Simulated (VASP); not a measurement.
Here is a VASP 6.6.1 calculation.

File INCAR:

```
SYSTEM = Hf2MgO2
PREC = Accurate ; ENCUT = 520
EDIFF = 1E-6 ; ISMEAR = 0
SIGMA = 0.1 ; LREAL = .FALSE.
LASPH = .TRUE. ; NELM = 60
ALGO = Normal ; ISIF = 2
LWAVE = .FALSE. ; LCHARG = .FALSE.
GGA = PE ; NBANDS = 25
```

KPOINTS

```
regular mesh
0
G
  6 6 4
  0 0 0
```

POSCAR

```
Hf2MgO2
1.0
    3.8283010900      0.0000000000      0.0000000000
   -1.9141505500      3.3154060000      0.0000000000
    0.0000000000      0.0000000000      7.2109503900
Mg Hf O
1 2 2
Direct
    0.0000000000      0.0000000000      0.5000000000
    0.0000000000      0.0000000000      0.1559654200
    0.0000000000      0.0000000000      0.8440345800
    0.3333333300      0.6666666700      0.5000000000
    0.6666666700      0.3333333300      0.5000000000
```

Potentials or basis: VASP PAW PBE potentials, release 64 (Mg, Hf_pv, O).

Run with:

```sh
$ cat potpaw_PBE.64/Mg/POTCAR potpaw_PBE.64/Hf_pv/POTCAR potpaw_PBE.64/O/POTCAR > POTCAR
$ mpirun -np 1 vasp_std > vasp.out
```

Problem. Estimate the band gap on the k mesh.

Solution. Zero (band 17 reaches 3.64 eV, above the bottom of band 18 at 2.74 eV).

Problem. What does it give for the pressure?

Solution. 5.9 GPa.

Problem. What does it give for the largest force?

Solution. 4.881 eV/Å.

Stress tensor (GPa, compression positive):
```
-10.16   0.00   0.00
  0.00 -10.16   0.00
  0.00   0.00  38.02
```

Caveat: spin-orbit coupling is left out, which moves the levels of the heavy elements; forces of over 1 eV/Å act on the atoms, so gaps and moduli don't describe the material at rest.
